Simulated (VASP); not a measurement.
# Ge (Fd-3m) in VASP: notebook, part 2 of 2

VASP 6.6.1. The steps go on from the part before.

## (3) Relaxation of cell and atoms, PBE, target pressure 90 GPa, at which the enthalpy is minimised

This run uses another cell than the first one, of 15.37 Å³/atom.

The input, INCAR:

```
SYSTEM = Ge
ALGO = Normal ; EDIFF = 1E-6
EDIFFG = -0.008 ; ENCUT = 600
GGA = PE ; IBRION = 2
ISIF = 3 ; ISMEAR = 0
LASPH = .TRUE. ; LCHARG = .FALSE.
LREAL = .FALSE. ; LWAVE = .FALSE.
NELM = 100 ; NSW = 70
PREC = Accurate ; PSTRESS = 900.0
SIGMA = 0.1
```

The input, KPOINTS:

```
k-points
0
G
  14 14 14
  0 0 0
```

The input, POSCAR:

```
Ge
1.0
    0.0000000000      2.4861326997      2.4861326997
    2.4861326997      0.0000000000      2.4861326997
    2.4861326997      2.4861326997      0.0000000000
Ge
2
Direct
    0.5000000000      0.5000000000      0.5000000000
    0.7500000000      0.7500000000      0.7500000000
```

Potentials or basis: VASP PAW PBE potentials, release 64 (Ge_d).

On the command line:

```bash
$ cat potpaw_PBE.64/Ge_d/POTCAR > POTCAR
$ mpirun -np 1 vasp_std > vasp.out
```

Run time: 4 min. Hardware: 1 thread of Intel Xeon Platinum 8259CL at 2.50GHz (Skylake/Cascade Lake), shared host; peak memory 0.2 GiB.

It converged, with:

```
Free energy                                                : -5.7207 eV
Relaxed volume                                             : 14.64 Å³/atom
Relaxed cell                                               : a = 3.460 Å, b = 3.460 Å, c = 3.460 Å, α = 60.00°, β = 60.00°, γ = 60.00°
Space group after relaxing (to 0.1 Å)                      : Fd-3m (No. 227)
Energy change on relaxing (the run minimises the enthalpy) : +367.0 meV/atom
Ionic steps                                                : 7
Pressure after relaxing                                    : 90.0 GPa
Band gap on the k mesh                                     : zero (bands 14 and 15 overlap by 0.37 eV)
```

The path:
| step | energy change (eV) | largest force (eV/Å) | pressure (GPa) | volume (Å³) |
| --- | --- | --- | --- | --- |
| 1 | 0.0000 | 0.0000 | 72.68 | 30.73 |
| 2 | 5.3164 | 0.0000 | 199.92 | 23.92 |
| 3 | 0.6730 | 0.0000 | 88.40 | 29.39 |
| 4 | 0.7303 | 0.0000 | 89.88 | 29.29 |
| 5 | 0.7463 | 0.0000 | 90.38 | 29.26 |
| 6 | 0.6771 | 0.0000 | 88.62 | 29.39 |
| 7 | 0.7340 | 0.0000 | 89.97 | 29.28 |

Final structure:
```
Ge
1.0
     0.00000    2.44641    2.44641
     2.44641    0.00000    2.44641
     2.44641    2.44641    0.00000
Ge
2
Direct
  0.50000 0.50000 0.50000
  0.75000 0.75000 0.75000
```

Levels at points of the mesh, in eV from the Fermi level:
```tsv
k point	band 10	band 11	band 12	band 13	band 14	band 15	band 16	band 17	band 18
(0.00, 0.00, 0.00)	-25.19	-16.84	0.22	0.22	0.22	2.73	2.73	2.73	4.74
(0.50, 0.00, 0.00)	-25.15	-13.36	-10.42	-2.06	-2.06	2.02	3.86	3.86	7.04
(0.50, 0.50, 0.00)	-25.11	-10.97	-10.97	-4.85	-4.85	0.01	0.01	13.73	13.73
```

Caveat: the cell is relaxed towards a set pressure, so the run minimises the enthalpy, not the energy; semilocal functionals underestimate gaps, and a narrow one can read as zero.

## (4) Relaxation of cell and atoms, PBE, target pressure 4 GPa, at which the enthalpy is minimised

This run uses another cell than the first one, of 22.49 Å³/atom.

The input, INCAR:

```
SYSTEM = Ge
  PREC = Accurate
  ENCUT = 600
  EDIFF = 1E-7
  ISMEAR = 0
  SIGMA = 0.1
  LREAL = .False.
  LASPH = .True.
  NELM = 60
  ALGO = Normal
  ISIF = 3
  LWAVE = .False.
  LCHARG = .False.
  GGA = PE
  IBRION = 2
  NSW = 70
  EDIFFG = -0.008
  PSTRESS = 40.0
```

The input, KPOINTS:

```
regular mesh
0
Gamma
  12 12 12
  0 0 0
```

The input, POSCAR:

```
Ge
1.0
    0.0000000000      2.8228159543      2.8228159543
    2.8228159543      0.0000000000      2.8228159543
    2.8228159543      2.8228159543      0.0000000000
Ge
2
Direct
    0.5000000000      0.5000000000      0.5000000000
    0.7500000000      0.7500000000      0.7500000000
```

Potentials or basis: VASP PAW PBE potentials, release 64 (Ge_d).

On the command line:

```bash
$ cat potpaw_PBE.64/Ge_d/POTCAR > POTCAR
$ mpirun -np 1 vasp_std > vasp.out
```

OUTCAR:

```text
SYSTEM = Ge
   PREC = Accurate
   ENCUT = 600
   EDIFF = 1E-7
   ISMEAR = 0
   LREAL = .False.
   LASPH = .True.
   NELM = 60
   ISIF = 3
   GGA = PE
   IBRION = 2
   NSW = 70
   EDIFFG = -0.008
   PSTRESS = 40.0

 ion  position               nearest neighbor table
   1  0.500  0.500  0.500-   2 2.44   2 2.44   2 2.44   2 2.44
   2  0.750  0.750  0.750-   1 2.44   1 2.44   1 2.44   1 2.44

  LATTYP: Found a face centered cubic cell.
 ALAT       =     5.6456319086

  Lattice vectors:

 A1 = (   0.0000000000,   2.8228159543,   2.8228159543)
 A2 = (   2.8228159543,   0.0000000000,   2.8228159543)
 A3 = (   2.8228159543,   2.8228159543,   0.0000000000)

Analysis of symmetry for initial positions (statically):
=====================================================================
 Subroutine PRICEL returns:
 Original cell was already a primitive cell.

 Routine SETGRP: Setting up the symmetry group for a
 face centered cubic supercell.

 Subroutine GETGRP returns: Found 48 space group operations
 (whereof 24 operations were pure point group operations)
 out of a pool of 48 trial point group operations.

The static configuration has the point symmetry T_d .
 The point group associated with its full space group is O_h .

Analysis of symmetry for dynamics (positions and initial velocities):
=====================================================================
 Subroutine PRICEL returns:
 Original cell was already a primitive cell.

 Routine SETGRP: Setting up the symmetry group for a
 face centered cubic supercell.

 Subroutine GETGRP returns: Found 48 space group operations
 (whereof 24 operations were pure point group operations)
 out of a pool of 48 trial point group operations.

[... 173 lines left out ...]
      2.82282      2.82282      2.82282         0.000000      0.000000      0.000000
      4.23422      4.23422      4.23422        -0.000000     -0.000000     -0.000000
 -----------------------------------------------------------------------------------
    total drift:                               -0.000000     -0.000000      0.000000

  FREE ENERGIE OF THE ION-ELECTRON SYSTEM (eV)
  ---------------------------------------------------
  free  energy   TOTEN  =        -9.0020290694 eV

  energy  without entropy=       -9.0019070565  energy(sigma->0) =       -9.00196806

  enthalpy is  TOTEN    =        -7.8789066549 eV   P V=        1.1231224145

--------------------------------------- Ionic step        2  -------------------------------------------

 number of electron      28.0000009 magnetization

 Free energy of the ion-electron system (eV)
  ---------------------------------------------------
  ext. energy  EPLUGINS =         0.00000000
  ---------------------------------------------------
  free energy    TOTEN  =        -9.00366856 eV

  energy without entropy =       -9.00354089  energy(sigma->0) =       -9.00360472

 E-fermi :   5.1063     XC(G=0):  -9.9488

 val. band max:        5.0412402570   @ k =   0.0000   0.0000   0.0000
 cond. band min:       5.1218524855   @ k =   0.0000   0.0000   0.0000
 fundamental gap:      0.0806122284
 Fermi energy:         5.1063114214

 k-point     1 :       0.0000    0.0000    0.0000
  band No.  band energies     occupation
      1     -19.7810      2.00000
      2     -19.7810      2.00000
      3     -19.7810      2.00000
      4     -19.7445      2.00000
      5     -19.7445      2.00000
      6     -19.5312      2.00000
[... 481 lines left out ...]
      5     -19.6819      2.00000
      6     -19.5893      2.00000
[... 10 lines left out ...]
     17       9.7741      0.00000
     18      12.6347      0.00000

 [... further k-points ...]

------------------------ aborting loop because EDIFF is reached ----------------------------------------

  FORCE on cell =-STRESS in cart. coord.  units (eV):
  Direction    XX          YY          ZZ          XY          YZ          ZX
  --------------------------------------------------------------------------------------
  -------------------------------------------------------------------------------------
  Total        1.1288425      1.1288425      1.1288425      0.0000000      0.0000000     -0.0000000
  in kB       40.1459420     40.1459420     40.1459420      0.0000000      0.0000000     -0.0000000
  external PRESSURE =       0.1459420 kB  Pullay stress =      40.0000000 kB

 VOLUME and BASIS-vectors are now :
 -----------------------------------------------------------------------------
  energy-cutoff  :      600.00
  volume of cell :       45.05
      direct lattice vectors                 reciprocal lattice vectors
     0.000000000  2.824169534  2.824169534    -0.177043196  0.177043196  0.177043196
     2.824169534  0.000000000  2.824169534     0.177043196 -0.177043196  0.177043196
     2.824169534  2.824169534  0.000000000     0.177043196  0.177043196 -0.177043196

 POSITION                                       TOTAL-FORCE (eV/Angst)
 -----------------------------------------------------------------------------------
      2.82417      2.82417      2.82417         0.000000      0.000000      0.000000
      4.23625      4.23625      4.23625        -0.000000     -0.000000     -0.000000
 -----------------------------------------------------------------------------------
    total drift:                               -0.000000     -0.000000      0.000000

  FREE ENERGIE OF THE ION-ELECTRON SYSTEM (eV)
  ---------------------------------------------------
  free  energy   TOTEN  =        -9.0036685625 eV

  energy  without entropy=       -9.0035408861  energy(sigma->0) =       -9.00360472

  enthalpy is  TOTEN    =        -7.8789297139 eV   P V=        1.1247388486

 reached required accuracy - stopping structural energy minimisation
```

OSZICAR:

```text
N       E                     dE             d eps       ncg     rms          rms(c)
DAV:   1     0.174760445582E+03    0.17476E+03   -0.16636E+04  2652   0.462E+03
DAV:   2     0.134913239461E+02   -0.16127E+03   -0.15829E+03  2600   0.580E+02
DAV:   3    -0.836969311707E+01   -0.21861E+02   -0.21641E+02  2836   0.155E+02
DAV:   4    -0.908011392319E+01   -0.71042E+00   -0.70896E+00  2982   0.322E+01
[... 12 lines left out ...]
DAV:   3    -0.900368221085E+01    0.15085E-03   -0.25462E-04  3416   0.303E-01    0.178E-02
DAV:   4    -0.900366884023E+01    0.13371E-04   -0.30718E-05  3324   0.119E-01    0.380E-03
DAV:   5    -0.900366883870E+01    0.15370E-08   -0.24306E-06  3058   0.319E-02    0.279E-03
DAV:   6    -0.900366858587E+01    0.25282E-06   -0.16643E-07  1558   0.895E-03    0.925E-05
DAV:   7    -0.900366856250E+01    0.23374E-07   -0.23283E-08  1300   0.210E-03
   2 F= -.78789297E+01 E0= -.78788659E+01  d E =-.230590E-04
```

Wall time 61 s (1 thread of Intel Xeon Platinum 8259CL at 2.50GHz (Skylake/Cascade Lake), shared host); peak memory 0.21 GiB.

What came out:

- Free energy: -9.0037 eV
- Relaxed volume: 22.53 Å³/atom
- Relaxed cell: a = 3.994 Å, b = 3.994 Å, c = 3.994 Å, α = 60.00°, β = 60.00°, γ = 60.00°
- Space group after relaxing (to 0.1 Å): Fd-3m (No. 227)
- Energy change on relaxing (the run minimises the enthalpy): -0.8 meV/atom
- Ionic steps: 2
- Pressure after relaxing: 4.0 GPa
- Band gap on the k mesh: 0.08 eV

Step by step:
| step | energy change (eV) | largest force (eV/Å) | pressure (GPa) | volume (Å³) |
| --- | --- | --- | --- | --- |
| 1 | 0.0000 | 0.0000 | 4.07 | 44.99 |
| 2 | -0.0016 | 0.0000 | 4.01 | 45.05 |

Final structure:
```yaml
crystal:
  lattice:
    - [0.00000, 2.82417, 2.82417]
    - [2.82417, 0.00000, 2.82417]
    - [2.82417, 2.82417, 0.00000]
  atoms:
    - { symbol: Ge, position: [0.50000, 0.50000, 0.50000] }
    - { symbol: Ge, position: [0.75000, 0.75000, 0.75000] }
```

Caveat: the cell is relaxed towards a set pressure, so the run minimises the enthalpy, not the energy; semilocal functionals underestimate gaps, and a narrow one can read as zero. A k mesh can miss the band edges.

## (5) Summary

```tsv
cell	k mesh	gap on the mesh (eV)	pressure (GPa)
relaxed to 12 GPa from a = 3.889 Å, angles 60.0°, 2 atoms	12 × 12 × 12	0.43	12.0
relaxed to 90 GPa from a = 3.516 Å, angles 60.0°, 2 atoms	14 × 14 × 14	none	90.0
relaxed to 4 GPa from a = 3.992 Å, angles 60.0°, 2 atoms	12 × 12 × 12	0.08	4.0
```

Alike in all rows: task relaxation of cell and atoms; level PBE; potentials or basis VASP PAW PBE potentials, release 64 (Ge_d); no spin polarisation; cutoff (eV) 600; smearing gaussian 0.1 eV.

Caveats: the cell is relaxed towards a set pressure, so the run minimises the enthalpy, not the energy; semilocal functionals underestimate gaps, and a narrow one can read as zero.

Total energies depend on the potentials used, so only differences within one code and one set of settings carry meaning.

The gap in the log of VASP goes by the Fermi energy; the results here count the filled bands.